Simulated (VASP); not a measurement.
Input of a VASP 6.6.1 run:

File POSCAR:

```
NiO
1.0
    0.0000000000      2.1352850214      2.1352850214
    2.1352850214      0.0000000000      2.1352850214
    2.1352850214      2.1352850214      0.0000000000
Ni O
1 1
Direct
    0.0000000000      0.0000000000      0.0000000000
    0.5000000000      0.5000000000      0.5000000000
```

The input INCAR.step1:

```
  PREC = Accurate
  ENCUT = 520
  ISMEAR = 0
  SIGMA = 0.02
  LREAL = False
  LASPH = True
  NELM = 150
  ISPIN = 2
  MAGMOM = 1.84 0.31
  LMAXMIX = 4
  NBANDS = 19
  GGA = PE
  ALGO = Normal
  EDIFF = 1E-4
  LWAVE = True
  LCHARG = False
```

INCAR.step2

```
  PREC = Accurate
  ENCUT = 520
  EDIFF = 1E-6
  ISMEAR = 0
  SIGMA = 0.02
  LREAL = False
  LASPH = True
  NELM = 150
  ALGO = Normal
  ISIF = 2
  LWAVE = False
  LCHARG = True
  ISPIN = 2
  MAGMOM = 1.84 0.31
  LORBIT = 11
  LMAXMIX = 4
  METAGGA = R2SCAN
  LMIXTAU = True
  LELF = True
  LVHAR = True
  NBANDS = 19
  ISTART = 1
```

The input KPOINTS:

```
Automatic mesh
0
Gamma
  12 12 12
```

Potentials or basis: VASP PAW PBE potentials, release 64 (Ni, O).

The run is started by

```bash
$ cat potpaw_PBE.64/Ni/POTCAR potpaw_PBE.64/O/POTCAR > POTCAR
$ cp INCAR.step1 INCAR
$ mpirun -np 1 vasp_std > vasp.out
$ cp INCAR.step2 INCAR
$ mpirun -np 1 vasp_std > vasp.out
```

Estimate the pressure.

-11.0 GPa.

Predict the net moment.

2.00 μB per cell.

Estimate the site moments.

Ni +1.70; O +0.27 μB.

What does it give for the band gap on the k mesh?

0.92 eV, indirect (least direct gap 1.81 eV).

Caveat: the PAW data sets were made with another functional, which shifts forces and pressure a little; a cell with one magnetic atom can't hold antiferromagnetic order, which such compounds often take. A k mesh can miss the band edges.
